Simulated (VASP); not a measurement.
Runs of VASP 6.6.1 on Au. The structure is that of space group Im-3m (No. 229), or close to it. The cells are those of the table. 

```tsv
cell	gap on the mesh (eV)	pressure (GPa)
a = 2.909 Å, angles 110.5, 110.5, 107.3°, 1 atom	none	-13.5
a = 2.794 Å, angles 110.6, 110.6, 107.3°, 1 atom	none	2.6
a = 2.756 Å, angles 109.5°, 1 atom	none	(b)
a = 2.641 Å, angles 109.5°, 1 atom	none	53.6
a = 2.718 Å, angles 108.3, 108.3, 111.8°, 1 atom	none	22.5
a = 2.948 Å, angles 108.4, 108.4, 111.6°, 1 atom	none	(d)
a = 2.833 Å, angles 108.4, 108.4, 111.7°, 1 atom	none	-4.3
a = 3.100 Å, angles 109.5°, 1 atom	none	(c)
a = 2.985 Å, angles 109.5°, 1 atom	none	-18.4
a = 3.062 Å, angles 108.5, 108.5, 111.5°, 1 atom	none	-20.6
a = 3.024 Å, angles 110.5, 110.5, 107.4°, 1 atom	none	-19.7
a = 2.680 Å, angles 110.6, 110.6, 107.2°, 1 atom	none	(a)
```

Alike in all rows: task single point; level PBEsol; potentials or basis VASP PAW PBE potentials, release 64 (Au); no spin polarisation; k mesh 20 × 20 × 20; cutoff (eV) 520; smearing gaussian 0.15 eV.

Problem. Estimate the missing entries.

Solution. (a) 36.5; (b) 11.2; (c) -21.1; (d) -16.4.

Caveats: the PAW data sets were made with another functional, which shifts forces and pressure a little; spin-orbit coupling is left out, which moves the levels of the heavy elements.

A k mesh can miss the band edges, and the runs leave out spin-orbit coupling on Au.

A gap of «none» marks levels without a gap at the run's occupations.
